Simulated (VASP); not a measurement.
# Y2Mo2C (I4/mmm) in VASP: further runs

Y2Mo2C is run at these levels: PBE; tasks: single point, relaxation of cell and atoms.

Everything below comes from runs of VASP 6.6.1. Logs are shortened: lines on timing, memory, paths and dates and some standing lists are left out, and cuts for length are marked.

## 1. The cell of the first run

Symmetry: I4/mmm, No. 139, tetragonal system. Conventional cell: a = 4.468 Å, b = 4.468 Å, c = 12.165 Å, α = 90.00°, β = 90.00°, γ = 90.00°. Y (site symmetry -4m2) has 4 Mo at 3.01 Å and 4 Y at 3.16 Å and 4 C at 3.77 Å within 4.0 Å. Within 2.7 Å of Mo (site symmetry 4mm) lie 1 Mo at 2.05 Å. C (site symmetry 4/mmm) has 8 Mo at 3.32 Å and 8 Y at 3.77 Å and 4 C at 4.47 Å within 4.5 Å.

## 2. Single point, PBE

Contents of INCAR:

```
  PREC = Accurate
  ENCUT = 520
  EDIFF = 1E-6
  ISMEAR = 0
  SIGMA = 0.1
  LREAL = False
  LASPH = True
  NELM = 60
  ALGO = Normal
  ISIF = 2
  LWAVE = False
  LCHARG = False
  GGA = PE
  NBANDS = 35
```

Contents of KPOINTS:

```
regular mesh
0
Gamma
  6 6 6
```

Contents of POSCAR:

```
Y2Mo2C
1.0
   -2.2338276079      2.2338276079      6.0824284205
    2.2338276079     -2.2338276079      6.0824284205
    2.2338276079      2.2338276079     -6.0824284205
Y Mo C
2 2 1
Direct
    0.2500000000      0.7500000000      0.5000000000
    0.7500000000      0.2500000000      0.5000000000
    0.5842306694      0.5842306694      0.0000000000
    0.4157693306      0.4157693306      0.0000000000
    0.0000000000      0.0000000000      0.0000000000
```

Potentials or basis: VASP PAW PBE potentials, release 64 (Y_sv, Mo_sv, C).

On the command line:

```bash
$ cat potpaw_PBE.64/Y_sv/POTCAR potpaw_PBE.64/Mo_sv/POTCAR potpaw_PBE.64/C/POTCAR > POTCAR
$ mpirun -np 1 vasp_std > vasp.out
```

OUTCAR:

```text
PREC = Accurate
   ENCUT = 520
   EDIFF = 1E-6
   ISMEAR = 0
   LREAL = False
   LASPH = True
   NELM = 60
   ISIF = 2
   GGA = PE

 ion  position               nearest neighbor table
   1  0.250  0.750  0.500-   4 3.01   3 3.01   4 3.01   3 3.01   2 3.16   2 3.16   2 3.16   2 3.16

   2  0.750  0.250  0.500-   4 3.01   3 3.01   4 3.01   3 3.01   1 3.16   1 3.16   1 3.16   1 3.16

   3  0.584  0.584  0.000-   4 2.05   2 3.01   1 3.01   1 3.01   2 3.01
   4  0.416  0.416  0.000-   3 2.05   2 3.01   1 3.01   1 3.01   2 3.01
   5  0.000  0.000  0.000-

  LATTYP: Found a body centered tetragonal cell.
 ALAT       =     4.4676552158
 C/A-ratio  =     2.7228727942

  Lattice vectors:

 A1 = (  -2.2338276079,   2.2338276079,   6.0824284205)
 A2 = (   2.2338276079,  -2.2338276079,   6.0824284205)
 A3 = (   2.2338276079,   2.2338276079,  -6.0824284205)

Analysis of symmetry for initial positions (statically):
=====================================================================
 Subroutine PRICEL returns:
 Original cell was already a primitive cell.

 Routine SETGRP: Setting up the symmetry group for a
 body centered tetragonal supercell.

 Subroutine GETGRP returns: Found 16 space group operations
 (whereof 16 operations were pure point group operations)
 out of a pool of 16 trial point group operations.

The static configuration has the point symmetry D_4h.

Analysis of symmetry for dynamics (positions and initial velocities):
=====================================================================
 Subroutine PRICEL returns:
 Original cell was already a primitive cell.

 Routine SETGRP: Setting up the symmetry group for a
 body centered tetragonal supercell.

 Subroutine GETGRP returns: Found 16 space group operations
 (whereof 16 operations were pure point group operations)
 out of a pool of 16 trial point group operations.

The dynamic configuration has the point symmetry D_4h.

 Subroutine INISYM returns: Found 16 space group operations
 (whereof 16 operations are pure point group operations),
 and found     1 'primitive' translations

----------------------------------------------------------------------------------------

                                     Primitive cell

  volume of cell :     121.4049

  direct lattice vectors                    reciprocal lattice vectors
    -2.233827608  2.233827608  6.082428421     0.000000000  0.223831059  0.082204009
     2.233827608 -2.233827608  6.082428421     0.223831059  0.000000000  0.082204009
     2.233827608  2.233827608 -6.082428421     0.223831059  0.223831059  0.000000000

  length of vectors
     6.853897216  6.853897216  6.853897216     0.238448825  0.238448825  0.316544920

  position of ions in fractional coordinates (direct lattice)
     0.250000000  0.750000000  0.500000000
     0.750000000  0.250000000  0.500000000
     0.584230669  0.584230669  0.000000000
     0.415769331  0.415769331  0.000000000
     0.000000000  0.000000000  0.000000000

  ion indices of the primitive-cell ions
   primitive index   ion index
                 1           1
                 2           2
                 3           3
                 4           4
                 5           5

----------------------------------------------------------------------------------------

 KPOINTS: regular mesh

Automatic generation of k-mesh.
 Grid dimensions read from file:
 generate k-points for:    6    6    6

 Generating k-lattice:

  Cartesian coordinates                     Fractional coordinates (reciprocal lattice)
     0.000000000  0.037305177  0.013700668     0.166666667  0.000000000  0.000000000
     0.037305177  0.000000000  0.013700668     0.000000000  0.166666667  0.000000000
     0.037305177  0.037305177  0.000000000     0.000000000  0.000000000  0.166666667

  Length of vectors
     0.039741471  0.039741471  0.052757487

  Shift w.r.t. Gamma in fractional coordinates (k-lattice)
     0.000000000  0.000000000  0.000000000

 Subroutine IBZKPT returns following result:
 ===========================================

 Found     30 irreducible k-points:

 Following reciprocal coordinates:
            Coordinates               Weight
  0.000000  0.000000  0.000000      1.000000
  0.166667  0.000000 -0.000000      8.000000
  0.333333  0.000000 -0.000000      8.000000
  0.500000  0.000000  0.000000      4.000000
  0.166667  0.166667  0.000000      8.000000
  0.333333  0.166667 -0.000000     16.000000
[... 16 lines left out ...]
 -0.333333 -0.333333  0.166667      8.000000
 -0.166667 -0.333333  0.166667      8.000000
 [... further k-points ...]
   k-points           NKPTS =     30   k-points in BZ     NKDIM =     30   number of bands    NBANDS=     35
   number of dos      NEDOS =    301   number of ions     NIONS =      5
   total plane-waves  NPLWV = 157464
   dimension x,y,z NGX =    54 NGY =   54 NGZ =   54
   dimension x,y,z NGXF=   108 NGYF=  108 NGZF=  108
   ions per type =               2   2   1
   NGX,Y,Z   is equivalent  to a cutoff of  13.10, 13.10, 13.10 a.u.
   NGXF,Y,Z  is equivalent  to a cutoff of  26.20, 26.20, 26.20 a.u.
 SYSTEM =  unknown system
   PREC   = accura    normal or accurate (medium, high low for compatibility)
   ISTART =      0    job   : 0-new  1-cont  2-samecut
   ICHARG =      2    charge: 1-file 2-atom 10-const
   ISPIN  =      1    spin polarized calculation?
   LNONCOLLINEAR =      F non collinear calculations
   LSORBIT =      F    spin-orbit coupling
   LASPH  =      T    aspherical Exc in radial PAW
   ENCUT  =  520.0 eV  38.22 Ry    6.18 a.u.  12.74 12.74 12.74*2*pi/ulx,y,z
   NELM   =     60;   NELMIN=  2; NELMDL= -5     # of ELM steps
   EDIFF  = 0.1E-05   stopping-criterion for ELM
   LREAL  =      F    real-space projection
   EDIFFG = 0.1E-04   stopping-criterion for IOM
   NSW    =      0    number of steps for IOM
   IBRION =     -1    ionic relax: 0-MD 1-quasi-New 2-CG
   NFREE  =      0    steps in history (QN), initial steepest desc. (CG)
   ISIF   =      2    stress and relaxation
   ISYM   =      2    0-nonsym 1-usesym 2-fastsym
   POTIM  = 0.5000    time-step for ionic-motion
   TEBEG  =    0.0;   TEEND  =   0.0 temperature during run
   PSTRESS=    0.0 pullay stress
   NELECT =      54.0000    total number of electrons
   NUPDOWN=      -1.0000    fix difference up-down
   EMIN   =  10.00;   EMAX   =-10.00  energy-range for DOS
   EFERMI =   0.00;   METHOD = LEGACY
   ISMEAR =     0;   SIGMA  =   0.10  broadening in eV -4-tet -1-fermi 0-gaus
   EFERMI_NEDOS =   21; number of points for ismear=-14 and -15
   IALGO  =     38    algorithm
   IMIX   =      4    mixing-type and parameters
     AMIX     =   0.40;   BMIX     =  1.00
     AMIX_MAG =   1.60;   BMIX_MAG =  1.00
  volume/ion in A,a.u.               =      24.28       163.86
  Fermi-wavevector in a.u.,A,eV,Ry     =   1.249666  2.361526 21.247747  1.561665
  Thomas-Fermi vector in A             =   2.383696
   LORBIT       =      0    0 simple, 1 ext, 2 COOP (PROOUT), +10 PAW based schemes
   GGA     = PE    functional components
   LHFCALC =     F    Hartree Fock is set to
   AEXX    =    0.0000 exact exchange contribution
   IVDW    =     0    specifies the selected vdW correction
   LEPSILON=     F    determine dielectric tensor
   LRPA    =     F    only Hartree local field effects (RPA)
 non-spin polarized calculation
 Gauss-broadening in eV      SIGMA  =   0.10
  energy-cutoff  :      520.00
  volume of cell :      121.40
 maximum number of plane-waves:      3299
 NGX is ok and might be reduce to    54
   NGX = 25   NGY = 25   NGZ = 25

 number of electron      54.0000000 magnetization

 Free energy of the ion-electron system (eV)
  ---------------------------------------------------
  ext. energy  EPLUGINS =         0.00000000
  ---------------------------------------------------
  free energy    TOTEN  =       -32.30222970 eV

  energy without entropy =      -32.25844196  energy(sigma->0) =      -32.28033583

 E-fermi :   4.3011     XC(G=0): -10.0734

 val. band max:        4.2991607614   @ k =  -0.3333   0.5000   0.1667
 cond. band min:       4.3093529941   @ k =   0.3333   0.1667  -0.0000
 fundamental gap:      0.0101922328
 Fermi energy:         4.3010873859

 k-point     1 :       0.0000    0.0000    0.0000
  band No.  band energies     occupation
      1     -56.9320      2.00000
      2     -55.9633      2.00000
      3     -37.9971      2.00000
      4     -37.7982      2.00000
      5     -32.7388      2.00000
      6     -30.7858      2.00000
[... 27 lines left out ...]
     34       6.7706      0.00000
     35       6.8076      0.00000

 k-point     2 :       0.1667    0.0000   -0.0000
  band No.  band energies     occupation
      1     -56.9320      2.00000
      2     -55.9633      2.00000
      3     -37.9836      2.00000
      4     -37.8115      2.00000
      5     -32.7403      2.00000
      6     -30.7865      2.00000
[... 27 lines left out ...]
     34       6.6309      0.00000
     35       6.7708      0.00000

 k-point     3 :       0.3333    0.0000   -0.0000
  band No.  band energies     occupation
      1     -56.9319      2.00000
      2     -55.9633      2.00000
      3     -37.9470      2.00000
      4     -37.8477      2.00000
      5     -32.7431      2.00000
      6     -30.7880      2.00000
[... 27 lines left out ...]
     34       6.2704      0.00000
     35       6.5606      0.00000
[... 723 lines left out ...]
 k-point    23 :      -0.3333   -0.3333    0.1667
  band No.  band energies     occupation
      1     -56.9319      2.00000
      2     -55.9633      2.00000
      3     -37.9711      2.00000
      4     -37.8229      2.00000
      5     -32.7452      2.00000
      6     -30.7872      2.00000
[... 27 lines left out ...]
     34       6.3118      0.00000
     35       7.4512      0.00000

 k-point    24 :      -0.1667   -0.3333    0.1667
  band No.  band energies     occupation
      1     -56.9320      2.00000
      2     -55.9633      2.00000
      3     -37.9830      2.00000
      4     -37.8115      2.00000
      5     -32.7432      2.00000
      6     -30.7868      2.00000
[... 27 lines left out ...]
     34       6.4813      0.00000
     35       7.3536      0.00000

 [... further k-points ...]
[... 5 lines left out ...]
  --------------------------------------------------------------------------------------
  -------------------------------------------------------------------------------------
  Total       -0.1643742     -0.1643742      0.9750973      0.0000000      0.0000000     -0.0000000
  in kB       -2.1692420     -2.1692420     12.8683314      0.0000000      0.0000000     -0.0000000
  external PRESSURE =       2.8432825 kB  Pullay stress =       0.0000000 kB

 VOLUME and BASIS-vectors are now :
 -----------------------------------------------------------------------------
  energy-cutoff  :      520.00
  volume of cell :      121.40
      direct lattice vectors                 reciprocal lattice vectors
    -2.233827608  2.233827608  6.082428421     0.000000000  0.223831059  0.082204009
     2.233827608 -2.233827608  6.082428421     0.223831059  0.000000000  0.082204009
     2.233827608  2.233827608 -6.082428421     0.223831059  0.223831059  0.000000000

 POSITION                                       TOTAL-FORCE (eV/Angst)
 -----------------------------------------------------------------------------------
      2.23383      0.00000      3.04121         0.000000      0.000000      0.000000
      0.00000      2.23383      3.04121         0.000000      0.000000      0.000000
      0.00000      0.00000      7.10708        -0.000000     -0.000000      0.558798
      0.00000      0.00000      5.05777        -0.000000     -0.000000     -0.558798
      0.00000      0.00000      0.00000         0.000000      0.000000      0.000000
 -----------------------------------------------------------------------------------
    total drift:                               -0.000000      0.000000     -0.000000

  FREE ENERGIE OF THE ION-ELECTRON SYSTEM (eV)
  ---------------------------------------------------
  free  energy   TOTEN  =       -32.3022296987 eV

  energy  without entropy=      -32.2584419624  energy(sigma->0) =      -32.28033583
```

Wall time 6.8 min (1 thread of Intel Xeon Platinum 8259CL at 2.50GHz (Skylake/Cascade Lake), shared host); peak memory 0.49 GiB.

Results:

* Free energy: -32.3022 eV
* Pressure: 0.3 GPa
* Largest force: 0.559 eV/Å
* Band gap on the k mesh: zero (bands 27 and 28 overlap by 0.66 eV)

Forces in eV/Å, atoms in the order of the input:
```
Y    0.000  0.000  0.000
Y    0.000  0.000  0.000
Mo   0.000  0.000  0.559
Mo   0.000  0.000 -0.559
C    0.000  0.000  0.000
```

Levels at points of the mesh, in eV from the Fermi level:
| k point | band 23 | band 24 | band 25 | band 26 | band 27 | band 28 | band 29 | band 30 | band 31 | band 32 |
| --- | --- | --- | --- | --- | --- | --- | --- | --- | --- | --- |
| (0.00, 0.00, 0.00) | -1.43 | -1.39 | -1.28 | -0.60 | -0.60 | -0.42 | 0.74 | 0.86 | 0.87 | 1.26 |
| (0.50, 0.00, 0.00) | -1.53 | -1.19 | -0.66 | -0.04 | 0.08 | 0.27 | 0.46 | 0.98 | 1.17 | 1.51 |
| (0.50, 0.50, 0.00) | -1.41 | -1.26 | -0.89 | -0.54 | -0.34 | 0.04 | 0.71 | 0.75 | 1.01 | 1.68 |
| (0.50, 0.50, 0.50) | -1.25 | -1.09 | -0.91 | -0.62 | -0.49 | -0.49 | -0.09 | -0.09 | 0.39 | 0.79 |

Caveat: atoms lie so close that the PAW spheres overlap strongly, which falsifies energies and pressures.

## 3. Relaxation of cell and atoms, PBE

This run uses another cell than the first one, of 17.73 Å³/atom.

Contents of INCAR:

```
PREC = Accurate ; ENCUT = 600
EDIFF = 1E-6 ; ISMEAR = 0
SIGMA = 0.1 ; LREAL = False
LASPH = True ; NELM = 80
ALGO = Normal ; ISIF = 3
LWAVE = False ; LCHARG = False
GGA = PE ; IBRION = 2
NSW = 90 ; EDIFFG = -0.04
```

KPOINTS is that of step 2.

Contents of POSCAR:

```
Y2Mo2C
1.0
   -2.0363762906      2.0363762906      5.3429674951
    2.0363762906     -2.0363762906      5.3429674951
    2.0363762906      2.0363762906     -5.3429674951
Y Mo C
2 2 1
Direct
    0.2500000000      0.7500000000      0.5000000000
    0.7500000000      0.2500000000      0.5000000000
    0.6260000000      0.6260000000      0.0000000000
    0.3740000000      0.3740000000      0.0000000000
    0.0000000000      0.0000000000      0.0000000000
```

Potentials or basis: VASP PAW PBE potentials, release 64 (Y_sv, Mo_sv, C).

On the command line:

```bash
$ cat potpaw_PBE.64/Y_sv/POTCAR potpaw_PBE.64/Mo_sv/POTCAR potpaw_PBE.64/C/POTCAR > POTCAR
$ mpirun -np 1 vasp_std > vasp.out
```

Run time: 57 min. Hardware: 1 thread of Intel Xeon Platinum 8259CL at 2.50GHz (Skylake/Cascade Lake), shared host; peak memory 0.44 GiB.

It converged, with:

```yaml
Free_energy: -32.2990 eV
Relaxed_volume: 24.14 Å³/atom
Relaxed_cell: a = 6.867 Å, b = 6.867 Å, c = 6.867 Å, α = 142.22°, β = 142.22°, γ = 54.50°
Space_group_after_relaxing_to_0.1_Å: I4/mmm (No. 139)
Energy_gained_by_relaxing: 946.9 meV/atom
Ionic_steps: 28
Pressure_after_relaxing: -0.2 GPa
Largest_force_after_relaxing: 0.021 eV/Å
Band_gap_on_the_k_mesh: zero (bands 27 and 28 overlap by 0.68 eV)
```

Forces on the atoms (eV/Å):
```
Y    0.000  0.000  0.000
Y    0.000  0.000  0.000
Mo   0.000  0.000  0.021
Mo   0.000  0.000 -0.021
C    0.000  0.000  0.000
```

Step by step:
| step | energy change (eV) | largest force (eV/Å) | pressure (GPa) | volume (Å³) |
| --- | --- | --- | --- | --- |
| 1 | 0.0000 | 7.4569 | 24.15 | 88.63 |
| 2 | -4.6737 | 0.8002 | -1.31 | 127.16 |
| 3 | -4.6750 | 0.0815 | -1.24 | 129.87 |
| 4 | -4.6787 | 0.4989 | -1.29 | 128.36 |
| 5 | -4.6384 | 1.7053 | 2.02 | 124.74 |
| 6 | -4.6884 | 0.0901 | -0.34 | 127.20 |
| 7 | -4.6913 | 0.0075 | -0.17 | 126.18 |
| 8 | -4.6926 | 0.0864 | 0.04 | 124.95 |
| 9 | -4.6943 | 0.0382 | 0.17 | 124.62 |
| 10 | -4.6992 | 0.1234 | 0.39 | 123.61 |
| 11 | -4.7064 | 0.4604 | 0.99 | 121.57 |
| 12 | -4.6928 | 1.1737 | 2.51 | 117.32 |
| 13 | -4.7063 | 0.6828 | 1.39 | 120.47 |
| 14 | -4.7064 | 0.6811 | 1.40 | 120.45 |
| 15 | -4.7066 | 0.6822 | 1.40 | 120.42 |
| 16 | -4.7072 | 0.6828 | 1.42 | 120.34 |
| 17 | -4.7081 | 0.6839 | 1.44 | 120.18 |
| 18 | -4.7099 | 0.6879 | 1.47 | 119.87 |
| 19 | -4.7128 | 0.6967 | 1.54 | 119.24 |
| 20 | -4.7152 | 0.7154 | 1.74 | 117.94 |
| 21 | -4.7187 | 0.6222 | 1.55 | 118.04 |
| 22 | -4.7266 | 0.3522 | 1.14 | 118.32 |
| 23 | -4.7324 | 0.1401 | 0.32 | 118.87 |
| 24 | -4.7325 | 0.1232 | 0.37 | 118.85 |
| 25 | -4.7328 | 0.1178 | 0.37 | 118.93 |
| 26 | -4.7336 | 0.0969 | 0.26 | 119.18 |
| 27 | -4.7345 | 0.0585 | 0.12 | 119.68 |
| 28 | -4.7346 | 0.0208 | -0.16 | 120.68 |

Final structure:
```yaml
crystal:
  lattice:
    - [-2.22309, 2.22309, 6.10487]
    - [2.22309, -2.22309, 6.10487]
    - [2.22309, 2.22309, -6.10487]
  atoms:
    - { symbol: Y, position: [0.25000, 0.75000, 0.50000] }
    - { symbol: Y, position: [0.75000, 0.25000, 0.50000] }
    - { symbol: Mo, position: [0.58490, 0.58490, 0.00000] }
    - { symbol: Mo, position: [0.41510, 0.41510, 0.00000] }
    - { symbol: C, position: [0.00000, 0.00000, 0.00000] }
```

Levels at points of the mesh, in eV from the Fermi level:
```
           k point  band 25  band 26  band 27  band 28  band 29  band 30
(0.00, 0.00, 0.00)    -1.30    -0.58    -0.58    -0.44     0.71     0.85
(0.50, 0.00, 0.00)    -0.59    -0.07     0.07     0.26     0.46     0.96
(0.50, 0.50, 0.00)    -0.84    -0.46    -0.26     0.06     0.71     0.79
(0.50, 0.50, 0.50)    -0.92    -0.55    -0.51    -0.51    -0.06    -0.06
```

Caveat: the volume moved by over 15 % at a fixed basis, so the end points are rough; atoms lie so close that the PAW spheres overlap strongly, which falsifies energies and pressures.
